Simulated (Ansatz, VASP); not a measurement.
**Two plane-wave programs on KBr**

```
CELL_PARAMETERS angstrom
0.00000 3.70195 3.70195
3.70195 0.00000 3.70195
3.70195 3.70195 0.00000
ATOMIC_POSITIONS crystal
K 0.00000 0.00000 0.00000
Br 0.25000 0.25000 0.25000
```

Change from the starting cell: hydrostatic strain +0.4%.

Alike in both runs: task single point; functional r2SCAN; k mesh 6 × 6 × 6; no spin polarisation.

|  | VASP | Ansatz |
| --- | --- | --- |
| version | VASP 6.6.1 | Ansatz 0.2.0 |
| potentials or method | VASP PAW PBE potentials, release 64 (K_sv, Br) | plane waves, PAW |
| plane-wave cutoff (eV) | 520 | 500 |
| occupations | gaussian, width 0.01 eV | fixed |
| valence electrons in the cell | 16 | 16 |

|  | VASP | Ansatz | Ansatz less VASP |
| --- | --- | --- | --- |
| gap on the k mesh at the Fermi level (eV) | 4.83 | 4.83 | -0.001 |
| pressure (GPa) | -0.1 | -0.1 | 0.00 |

VASP's potentials were made for PBE, not for r2SCAN.
